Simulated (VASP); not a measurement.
Input of a VASP 6.6.1 run:

The input INCAR:

```
PREC     = Accurate       # precision mode
ENCUT    = 520            # plane-wave cutoff, eV
EDIFF    = 1E-6           # SCF threshold, eV
ISMEAR   = 0              # smearing method
SIGMA    = 0.1            # smearing width, eV
LREAL    = False          # projectors in reciprocal space
LASPH    = True           # aspherical terms in the spheres
NELM     = 100            # most SCF steps
ALGO     = Fast           # electronic algorithm
ISIF     = 2              # what is computed and relaxed
LWAVE    = False          # write WAVECAR
LCHARG   = False          # write CHGCAR
GGA      = PE             # functional
IVDW     = 12             # dispersion correction
NBANDS   = 44             # bands
```

Contents of KPOINTS:

```
Automatic mesh
0
Gamma
  12 12 8
```

The input POSCAR:

```
CoSn
1.0
    5.2407009794      0.0000000000      0.0000000000
   -2.6203504897      4.5385801818      0.0000000000
    0.0000000000      0.0000000000      4.1859873954
Co Sn
3 3
Direct
    0.0000000000      0.5000000000      0.0000000000
    0.5000000000      0.5000000000      0.0000000000
    0.5000000000      0.0000000000      0.0000000000
    0.6666666667      0.3333333333      0.5000000000
    0.3333333333      0.6666666667      0.5000000000
    0.0000000000      0.0000000000      0.0000000000
```

Potentials or basis: VASP PAW PBE potentials, release 64 (Co, Sn_d).

Command:

```bash
$ cat potpaw_PBE.64/Co/POTCAR potpaw_PBE.64/Sn_d/POTCAR > POTCAR
$ mpirun -np 1 vasp_std > vasp.out
```

Predict the band gap on the k mesh.

zero (an odd number of electrons rules out a gap without spin polarisation).

What does it give for the dispersion energy per atom?

-0.434 eV.

Predict the pressure.

-0.1 GPa.

Stress tensor (GPa, compression positive):
```
-0.11  0.00  0.00
 0.00 -0.11  0.00
 0.00  0.00 -0.20
```

Caveat: spin-orbit coupling is left out, which moves the levels of the heavy elements; the run has no spin polarisation, though such a crystal can be magnetic. Spin polarisation is off, so any magnetic state and its effect on volume and gap are missing.
